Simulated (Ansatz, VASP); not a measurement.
**W3C in VASP and in Ansatz**

```
W C
1.0
     2.73176    0.00000    0.00000
    -0.91059    2.57552    0.00000
     0.00000    0.00000   21.31585
W C
3 1
Cartesian
  0.9106 1.2878 4.0000
  0.0000 0.0000 6.1580
  0.9106 1.2878 8.3159
  1.8212 2.5755 11.2459
```

Alike in both runs: task single point; functional PBEsol; k mesh 10 × 10 × 1; occupations gaussian, width 0.1 eV; no spin polarisation.

```csv
,VASP,Ansatz
version,VASP 6.6.1,Ansatz 0.2.0
potentials or method,"VASP PAW PBE potentials, release 64 (W_sv, C), cutoff 520 eV","scalar-relativistic, plane waves, PAW"
valence electrons in the cell,46,46
```

VASP gave:

* gap on the k mesh at the Fermi level (eV): none
* rms of the force components (eV/Å): 0.733
* work function, face that differs most (eV): 4.98

Task: Which values does Ansatz return?

Result: gap on the k mesh at the Fermi level (eV): none; rms of the force components (eV/Å): 0.725; work function, face that differs most (eV): 4.97.

VASP's potentials were made for PBE, not for PBEsol. Atom by atom the forces differ by 0.016 eV/Å (rms over components). A gap of «none» marks a metal or a gap that the smearing closes. With one functional, cell and mesh, what is left measures potentials, basis and numerics.

Spin-orbit coupling is off throughout.
